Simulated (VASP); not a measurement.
Cd4Te3O: single point with PBE

Crystal: Cd4Te3O.

```xyz
8
Lattice="-3.1316 3.1316 6.1264 3.1316 -3.1316 6.1264 3.1316 3.1316 -6.1264" Properties=species:S:1:pos:R:3 pbc="T T T"
Cd    1.2962    1.2962   -1.3237
Cd    1.8354    1.8354    4.8027
Cd    1.8354   -1.8354    7.4502
Cd   -1.8354    1.8354    7.4502
Te    3.1316    0.0000    3.0632
Te    0.0000    3.1316    3.0632
Te    0.0000    0.0000    6.1264
O     0.0000    0.0000    0.0000
```

```json
{
 "Program": "VASP 6.6.1",
 "Task": "single point",
 "Functional": "PBE",
 "Potentials or basis": "VASP PAW PBE potentials, release 64 (Cd, Te, O)",
 "Cutoff": "520 eV",
 "k mesh": "8 × 8 × 8",
 "Occupations": "gaussian, width 0.1 eV",
 "Spin": "no spin polarisation",
 "Dipole correction": "no",
 "Further INCAR settings": "ALGO = Normal; EDIFF = 1e-06; NBANDS = 46"
}
```

The pressure is 0.2 GPa and the largest force is 0.044 eV/Å. The band gap on the k mesh is 0.04 eV (least direct gap 0.10 eV).

Forces on the atoms (eV/Å):
```
Cd   0.026  0.026 -0.025
Cd  -0.026 -0.026 -0.025
Cd  -0.026  0.026  0.025
Cd   0.026 -0.026  0.025
Te   0.000  0.000  0.000
Te   0.000  0.000  0.000
Te   0.000  0.000  0.000
O    0.000  0.000  0.000
```

Levels at points of the mesh, in eV from the valence-band top:
```csv
k point,band 32,band 33,band 34,band 35,band 36,band 37,band 38,band 39,band 40,band 41
"(0.00, 0.00, 0.00)",-1.56,-1.56,-0.09,-0.09,-0.06,0.04,2.94,3.03,4.04,4.18
"(0.50, 0.00, 0.00)",-1.50,-1.30,-0.98,-0.97,-0.19,2.40,2.74,3.04,3.77,4.49
"(0.50, 0.50, 0.00)",-1.28,-0.55,-0.29,-0.25,-0.20,0.99,2.75,3.24,3.70,4.68
"(0.50, 0.50, 0.50)",-1.33,-0.95,-0.95,-0.52,-0.52,2.16,2.70,2.78,3.22,3.28
```

It took 29 min on 1 thread of Intel Xeon 8259CL (shared host), peak memory 0.8 GiB.

Caveat: the smearing spreads over this small gap; semilocal functionals underestimate gaps, and a narrow one can read as zero; spin-orbit coupling is left out, which moves the levels of the heavy elements. A k mesh can miss the band edges.
